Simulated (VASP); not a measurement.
Li3H2:

```
CELL_PARAMETERS angstrom
4.16806 0.00000 0.00000
-2.08403 3.60965 0.00000
0.00000 0.00000 3.87884
ATOMIC_POSITIONS crystal
Li 0.71219 0.67311 0.00338
Li 0.32689 0.03908 0.00338
Li 0.96092 0.28781 0.00338
H 0.66667 0.33333 0.91762
H 0.33333 0.66667 0.16609
```

The cell was generated, and may not be a known phase.

- Program: VASP 6.6.1
- Task: relaxation of cell and atoms
- Functional: PBE
- Potentials or basis: VASP PAW PBE potentials, release 64 (Li_sv, H_h)
- Cutoff: 1230 eV
- k mesh: 5 × 5 × 4
- Occupations: gaussian, width 0.2 eV
- Spin: no spin polarisation

At the start: pressure 16.8 GPa; volume 11.67 Å³/atom.

**Question.** Where does the relaxation end?

**Answer.** Over 28 steps the energy falls by 658.1 meV/atom and the volume is 10.39 Å³/atom (-11.0 %); space group P3 (No. 143, to 0.1 Å) before, P321 (No. 150, to 0.1 Å).

The path:
| step | energy change (eV) | largest force (eV/Å) | pressure (GPa) | volume (Å³) |
| --- | --- | --- | --- | --- |
| 1 | 0.0000 | 1.8379 | 16.82 | 58.36 |
| 2 | -1.6099 | 0.8467 | 5.77 | 69.09 |
| 3 | -2.0379 | 0.8923 | 1.71 | 76.92 |
| 4 | -2.0526 | 0.8951 | -2.36 | 93.57 |
| 5 | -2.1391 | 0.9286 | -1.15 | 86.56 |
| 6 | -2.1433 | 0.9305 | -0.80 | 85.01 |
| 7 | -2.3225 | 0.6685 | -1.04 | 84.90 |
| 8 | -2.5698 | 0.3118 | -1.31 | 84.33 |
| 9 | -2.5548 | 0.4140 | -0.94 | 81.83 |
| 10 | -2.6291 | 0.3315 | -1.21 | 83.31 |
| 11 | -2.6299 | 0.3177 | -1.23 | 83.49 |
| 12 | -2.6820 | 0.1663 | -0.81 | 79.79 |
| 13 | -2.7013 | 0.2208 | -0.23 | 76.18 |
| 14 | -2.7284 | 0.2558 | -0.31 | 74.21 |
| 15 | -2.7889 | 0.3432 | -0.45 | 68.38 |
| 16 | -2.6279 | 0.5182 | 0.69 | 57.18 |
| 17 | -2.7803 | 0.3843 | -0.25 | 66.32 |
| 18 | -2.7970 | 0.3914 | -0.21 | 65.41 |
| 19 | -2.8450 | 0.4037 | -0.08 | 62.74 |
| 20 | -2.9215 | 0.3941 | 0.36 | 57.61 |
| 21 | -2.8948 | 0.7429 | 2.93 | 48.20 |
| 22 | -2.9427 | 0.4210 | 1.13 | 53.77 |
| 23 | -3.0062 | 0.4366 | 1.14 | 52.70 |
| 24 | -3.0986 | 0.4801 | 1.47 | 49.53 |
| 25 | -3.1733 | 0.3633 | 1.11 | 49.83 |
| 26 | -3.2820 | 0.0942 | 0.97 | 50.71 |
| 27 | -3.2824 | 0.1156 | 1.03 | 50.78 |
| 28 | -3.2905 | 0.0709 | 0.34 | 51.97 |

Final structure:
```
Li H
1.0
     4.85521    0.00000    0.00000
    -2.42760    4.20473    0.00000
     0.00000    0.00000    2.54554
Li H
3 2
Direct
  0.62748 0.62759 0.01655
  0.37241 0.99989 0.01655
  0.00011 0.37252 0.01655
  0.66667 0.33333 0.50715
  0.33333 0.66667 0.53707
```

Caveat: the k points lie up to 0.62 Å⁻¹ apart in the final cell, too coarse for converged energies and pressures of a metal; a cell axis changed by over 15 % at a fixed basis, so the end point is rough; the relaxation stopped at a loose force limit of 0.08 eV/Å, so its end isn't a converged minimum.
